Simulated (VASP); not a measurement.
Input of a VASP 6.6.1 run:

Contents of INCAR:

```
PREC = Accurate
ENCUT = 520
EDIFF = 1E-6
ISMEAR = 0
SIGMA = 0.1
LREAL = False
LASPH = True
NELM = 100
ALGO = Normal
ISIF = 2
LWAVE = False
LCHARG = False
GGA = PE
NBANDS = 34
```

The input KPOINTS:

```
Automatic mesh
0
Gamma
  6 6 4
```

File POSCAR:

```
HfSc2O3
1.0
    4.1940602900      0.0000000000      0.0000000000
   -2.0970301400      3.6321627500      0.0000000000
    0.0000000000      0.0000000000      6.4147474800
Hf Sc O
1 2 3
Direct
    0.0000000000      0.0000000000      0.0000000000
    0.3333333300      0.6666666700      0.5000000000
    0.6666666700      0.3333333300      0.5000000000
    0.5000000000      0.0000000000      0.0000000000
    0.0000000000      0.5000000000      0.0000000000
    0.5000000000      0.5000000000      0.0000000000
```

Potentials or basis: VASP PAW PBE potentials, release 64 (Hf_pv, Sc_sv, O).

Launch:

```sh
$ cat potpaw_PBE.64/Hf_pv/POTCAR potpaw_PBE.64/Sc_sv/POTCAR potpaw_PBE.64/O/POTCAR > POTCAR
$ mpirun -np 1 vasp_std > vasp.out
```

**Question.** Predict the band gap on the k mesh.

**Answer.** Zero (band 25 reaches 4.52 eV, above the bottom of band 26 at 3.83 eV).

**Question.** What does it give for the pressure?

**Answer.** 9.2 GPa.

Stress tensor (GPa, compression positive):
```
 19.96   0.00   0.00
  0.00  19.96   0.00
  0.00   0.00 -12.24
```

Caveat: spin-orbit coupling is left out, which moves the levels of the heavy elements.
